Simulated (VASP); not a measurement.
# Mg in VASP: further runs

The runs below take Mg through single point, with PBE.

Program: VASP 6.6.1. These are calculated values, not measurements. Logs are shortened: lines on timing, memory, paths and dates and some standing lists are left out, and cuts for length are marked.

## 1. The cell of the first run

The cell holds a slab with vacuum, 4 atoms: a = 3.100 Å, b = 3.100 Å, c = 20.674 Å, α = 90.00°, β = 90.00°, γ = 109.47°.

## 2. Single point, PBE

File INCAR:

```
SYSTEM = Mg
PREC = Accurate
ENCUT = 520
EDIFF = 1E-7
ISMEAR = -1
SIGMA = 0.1
LREAL = .False.
LASPH = .True.
NELM = 60
ALGO = Normal
ISIF = 2
LWAVE = .False.
LCHARG = .False.
LDIPOL = .True.
IDIPOL = 3
DIPOL = 0.5 0.5 0.500
GGA = PE
NBANDS = 12
```

File KPOINTS:

```
regular mesh
0
Gamma
  14 14 1
  0 0 0
```

File POSCAR:

```
Mg
1.0
    3.1001296510      0.0000000000      0.0000000000
   -1.0333765503      2.9228302650      0.0000000000
    0.0000000000      0.0000000000     20.6742000000
Mg
4
Direct
    0.2500000000      0.2500000000      0.3144004831
    0.7500000000      0.7500000000      0.4383706661
    0.2500000000      0.2500000000      0.5616293307
    0.7500000000      0.7500000000      0.6855995169
```

Potentials or basis: VASP PAW PBE potentials, release 64 (Mg).

Run with:

```bash
$ cat potpaw_PBE.64/Mg/POTCAR > POTCAR
$ mpirun -np 1 vasp_std > vasp.out
```

OUTCAR:

```text
SYSTEM = Mg
   PREC = Accurate
   ENCUT = 520
   EDIFF = 1E-7
   ISMEAR = -1
   LREAL = .False.
   LASPH = .True.
   NELM = 60
   ISIF = 2
   GGA = PE

 ion  position               nearest neighbor table
   1  0.250  0.250  0.314-   2 3.13   2 3.13   2 3.60   2 3.60
   2  0.750  0.750  0.438-   3 3.11   3 3.11   1 3.13   1 3.13   3 3.59   3 3.59   1 3.60   1 3.60

   3  0.250  0.250  0.562-   2 3.11   2 3.11   4 3.13   4 3.13   2 3.59   2 3.59   4 3.60   4 3.60

   4  0.750  0.750  0.686-   3 3.13   3 3.13   3 3.60   3 3.60

  LATTYP: Found a base centered orthorhombic cell.
 ALAT       =     3.5797213770
 B/A-ratio  =     1.4142135624
 C/A-ratio  =     5.7753656842

  Lattice vectors:

 A1 = (   3.1001296510,   0.0000000000,   0.0000000000)
 A2 = (  -1.0333765503,   2.9228302650,   0.0000000000)
 A3 = (   0.0000000000,   0.0000000000,  20.6742000000)

Analysis of symmetry for initial positions (statically):
=====================================================================
 Subroutine PRICEL returns:
 Original cell was already a primitive cell.

 Routine SETGRP: Setting up the symmetry group for a
 base centered orthorhombic supercell.

 Subroutine GETGRP returns: Found  8 space group operations
 (whereof  4 operations were pure point group operations)
 out of a pool of  8 trial point group operations.

The static configuration has the point symmetry C_2h.
 The point group associated with its full space group is D_2h.

Analysis of symmetry for dynamics (positions and initial velocities):
=====================================================================
 Subroutine PRICEL returns:
 Original cell was already a primitive cell.

 Routine SETGRP: Setting up the symmetry group for a
 base centered orthorhombic supercell.

 Subroutine GETGRP returns: Found  8 space group operations
 (whereof  4 operations were pure point group operations)
 out of a pool of  8 trial point group operations.

The dynamic configuration has the point symmetry C_2h.
 The point group associated with its full space group is D_2h.

 Subroutine INISYM returns: Found  8 space group operations
 (whereof  4 operations are pure point group operations),
 and found     1 'primitive' translations

----------------------------------------------------------------------------------------

                                     Primitive cell

  volume of cell :     187.3321

  direct lattice vectors                    reciprocal lattice vectors
     3.100129651  0.000000000  0.000000000     0.322567154  0.114044711  0.000000000
    -1.033376550  2.922830265  0.000000000     0.000000000  0.342134133  0.000000000
     0.000000000  0.000000000 20.674200000     0.000000000  0.000000000  0.048369465

  length of vectors
     3.100129651  3.100129651 20.674200000     0.342134133  0.342134133  0.048369465

  position of ions in fractional coordinates (direct lattice)
     0.250000000  0.250000000  0.314400483
     0.750000000  0.750000000  0.438370666
     0.250000000  0.250000000  0.561629331
     0.750000000  0.750000000  0.685599517

  ion indices of the primitive-cell ions
   primitive index   ion index
                 1           1
                 2           2
                 3           3
                 4           4

----------------------------------------------------------------------------------------

 KPOINTS: regular mesh

Automatic generation of k-mesh.
 Grid dimensions read from file:
 generate k-points for:   14   14    1

 Generating k-lattice:

  Cartesian coordinates                     Fractional coordinates (reciprocal lattice)
     0.023040511  0.008146051  0.000000000     0.071428571  0.000000000  0.000000000
     0.000000000  0.024438152  0.000000000     0.000000000  0.071428571  0.000000000
     0.000000000  0.000000000  0.048369465     0.000000000  0.000000000  1.000000000

  Length of vectors
     0.024438152  0.024438152  0.048369465

  Shift w.r.t. Gamma in fractional coordinates (k-lattice)
     0.000000000  0.000000000  0.000000000

 Subroutine IBZKPT returns following result:
 ===========================================

 Found     57 irreducible k-points:

 Following reciprocal coordinates:
            Coordinates               Weight
  0.000000  0.000000  0.000000      1.000000
  0.071429 -0.000000  0.000000      4.000000
  0.142857 -0.000000  0.000000      4.000000
  0.214286  0.000000  0.000000      4.000000
  0.285714  0.000000  0.000000      4.000000
  0.357143 -0.000000  0.000000      4.000000
[... 16 lines left out ...]
  0.214286  0.142857  0.000000      4.000000
  0.285714  0.142857  0.000000      4.000000
 [... further k-points ...]
   k-points           NKPTS =     57   k-points in BZ     NKDIM =     57   number of bands    NBANDS=     12
   number of dos      NEDOS =    301   number of ions     NIONS =      4
   total plane-waves  NPLWV =  92160
   dimension x,y,z NGX =    24 NGY =   24 NGZ =  160
   dimension x,y,z NGXF=    48 NGYF=   48 NGZF=  320
   ions per type =               4
   NGX,Y,Z   is equivalent  to a cutoff of  12.87, 12.87, 12.87 a.u.
   NGXF,Y,Z  is equivalent  to a cutoff of  25.74, 25.74, 25.73 a.u.
 SYSTEM =  Mg
   PREC   = accura    normal or accurate (medium, high low for compatibility)
   ISTART =      0    job   : 0-new  1-cont  2-samecut
   ICHARG =      2    charge: 1-file 2-atom 10-const
   ISPIN  =      1    spin polarized calculation?
   LNONCOLLINEAR =      F non collinear calculations
   LSORBIT =      F    spin-orbit coupling
   LASPH  =      T    aspherical Exc in radial PAW
   ENCUT  =  520.0 eV  38.22 Ry    6.18 a.u.   5.76  5.76 38.44*2*pi/ulx,y,z
   NELM   =     60;   NELMIN=  2; NELMDL= -5     # of ELM steps
   EDIFF  = 0.1E-06   stopping-criterion for ELM
   LREAL  =      F    real-space projection
   EDIFFG = 0.1E-05   stopping-criterion for IOM
   NSW    =      0    number of steps for IOM
   IBRION =     -1    ionic relax: 0-MD 1-quasi-New 2-CG
   NFREE  =      0    steps in history (QN), initial steepest desc. (CG)
   ISIF   =      2    stress and relaxation
   ISYM   =      2    0-nonsym 1-usesym 2-fastsym
   POTIM  = 0.5000    time-step for ionic-motion
   TEBEG  =    0.0;   TEEND  =   0.0 temperature during run
   PSTRESS=    0.0 pullay stress
   NELECT =       8.0000    total number of electrons
   NUPDOWN=      -1.0000    fix difference up-down
   EMIN   =  10.00;   EMAX   =-10.00  energy-range for DOS
   EFERMI =   0.00;   METHOD = LEGACY
   ISMEAR =    -1;   SIGMA  =   0.10  broadening in eV -4-tet -1-fermi 0-gaus
   EFERMI_NEDOS =   21; number of points for ismear=-14 and -15
   IALGO  =     38    algorithm
   IMIX   =      4    mixing-type and parameters
     AMIX     =   0.40;   BMIX     =  1.00
     AMIX_MAG =   1.60;   BMIX_MAG =  1.00
  volume/ion in A,a.u.               =      46.83       316.04
  Fermi-wavevector in a.u.,A,eV,Ry     =   0.572226  1.081350  4.455124  0.327442
  Thomas-Fermi vector in A             =   1.613012
   LORBIT       =      0    0 simple, 1 ext, 2 COOP (PROOUT), +10 PAW based schemes
   GGA     = PE    functional components
   LHFCALC =     F    Hartree Fock is set to
   AEXX    =    0.0000 exact exchange contribution
   IVDW    =     0    specifies the selected vdW correction
   LEPSILON=     F    determine dielectric tensor
   LRPA    =     F    only Hartree local field effects (RPA)
 non-spin polarized calculation
  energy-cutoff  :      520.00
  volume of cell :      187.33
 maximum number of plane-waves:      5096
   NGX = 11   NGY = 11   NGZ = 77

 number of electron       8.0000000 magnetization

 dipolmoment           0.000000      0.000000      0.000000 electrons x Angstroem

 Free energy of the ion-electron system (eV)
  ---------------------------------------------------
  ext. energy  EPLUGINS =         0.00000000
  ---------------------------------------------------
  free energy    TOTEN  =        -5.28077081 eV

  energy without entropy =       -5.22813276  energy(sigma->0) =       -5.25445179

 E-fermi :  -0.5439     XC(G=0):  -5.0252

 val. band max:       -0.5442560969   @ k =   0.1429   0.1429   0.0000
 cond. band min:      -0.5175865511   @ k =   0.4286   0.2857   0.0000
 fundamental gap:      0.0266695458
 Fermi energy:        -0.5438564162

 k-point     1 :       0.0000    0.0000    0.0000
  band No.  band energies     occupation
      1      -7.1465      2.00000
      2      -6.3188      2.00000
      3      -4.9922      2.00000
      4      -3.1851      2.00000
      5      -1.4396      1.99974
      6       0.8104      0.00000
      7       2.2670      0.00000
      8       3.5084      0.00000
      9       3.6465      0.00000
     10       6.1401      0.00000
     11       6.2021      0.00000
     12       8.4075      0.00000

 k-point     2 :       0.0714   -0.0000    0.0000
  band No.  band energies     occupation
      1      -7.0566      2.00000
      2      -6.2294      2.00000
      3      -4.9035      2.00000
      4      -3.0968      2.00000
      5      -1.3557      1.99940
      6       0.8949      0.00000
      7       2.3540      0.00000
      8       3.5945      0.00000
      9       3.7313      0.00000
     10       6.2157      0.00000
     11       6.2803      0.00000
     12       7.1013      0.00000
[... 301 lines left out ...]
 k-point    23 :       0.2143    0.1429    0.0000
  band No.  band energies     occupation
      1      -5.6285      2.00000
      2      -4.8100      2.00000
      3      -3.4966      2.00000
      4      -1.7052      1.99998
      5      -0.0125      0.00980
      6       1.9820      0.00000
      7       2.5602      0.00000
      8       3.0234      0.00000
      9       3.7462      0.00000
     10       4.2533      0.00000
     11       4.3848      0.00000
     12       4.7360      0.00000

 k-point    24 :       0.2857    0.1429    0.0000
  band No.  band energies     occupation
      1      -4.8930      2.00000
      2      -4.0791      2.00000
      3      -2.7742      2.00000
      4      -1.0142      1.98203
      5       0.6867      0.00001
      6       0.7391      0.00001
      7       1.4950      0.00000
      8       2.7356      0.00000
      9       2.9199      0.00000
     10       4.2953      0.00000
     11       4.2997      0.00000
     12       4.4789      0.00000

 [... further k-points ...]

------------------------ aborting loop because EDIFF is reached ----------------------------------------

 vacuum level on the upper side and lower side of the slab       (xc-potential included)        -0.361        -0.361

  FORCE on cell =-STRESS in cart. coord.  units (eV):
  Direction    XX          YY          ZZ          XY          YZ          ZX
  --------------------------------------------------------------------------------------
  -------------------------------------------------------------------------------------
  Total       -0.9066932     -1.2704754     -0.0490175     -0.5144657      0.0000000      0.0000000
  in kB       -7.7545886    -10.8658740     -0.4192269     -4.4000219      0.0000000      0.0000000
  external PRESSURE =      -6.3465632 kB  Pullay stress =       0.0000000 kB

 VOLUME and BASIS-vectors are now :
 -----------------------------------------------------------------------------
  energy-cutoff  :      520.00
  volume of cell :      187.33
      direct lattice vectors                 reciprocal lattice vectors
     3.100129651  0.000000000  0.000000000     0.322567154  0.114044711  0.000000000
    -1.033376550  2.922830265  0.000000000     0.000000000  0.342134133  0.000000000
     0.000000000  0.000000000 20.674200000     0.000000000  0.000000000  0.048369465

 POSITION                                       TOTAL-FORCE (eV/Angst)
 -----------------------------------------------------------------------------------
      0.51669      0.73071      6.49998         0.000000      0.000000      0.006429
      1.55006      2.19212      9.06296        -0.000000      0.000000     -0.000477
      0.51669      0.73071     11.61124        -0.000000     -0.000000      0.000477
      1.55006      2.19212     14.17422         0.000000     -0.000000     -0.006429
 -----------------------------------------------------------------------------------
    total drift:                               -0.000000     -0.000000      0.000002

  FREE ENERGIE OF THE ION-ELECTRON SYSTEM (eV)
  ---------------------------------------------------
  free  energy   TOTEN  =        -5.2807708141 eV

  energy  without entropy=       -5.2281327591  energy(sigma->0) =       -5.25445179

 vacuum level on the upper side and lower side of the slab         2.876         2.876
```

It took 59 s on 1 thread of Intel Xeon 6975P-C (Granite Rapids), shared host; peak memory 0.34 GiB.

What came out:

```
Free energy            : -5.2808 eV
Largest force          : 0.006 eV/Å
Band gap on the k mesh : zero (bands 4 and 5 overlap by 1.98 eV)
```

Forces on the atoms (eV/Å):
```
Mg   0.000  0.000  0.006
Mg   0.000  0.000  0.000
Mg   0.000  0.000  0.000
Mg   0.000  0.000 -0.006
```

[end of part 1 of 2]
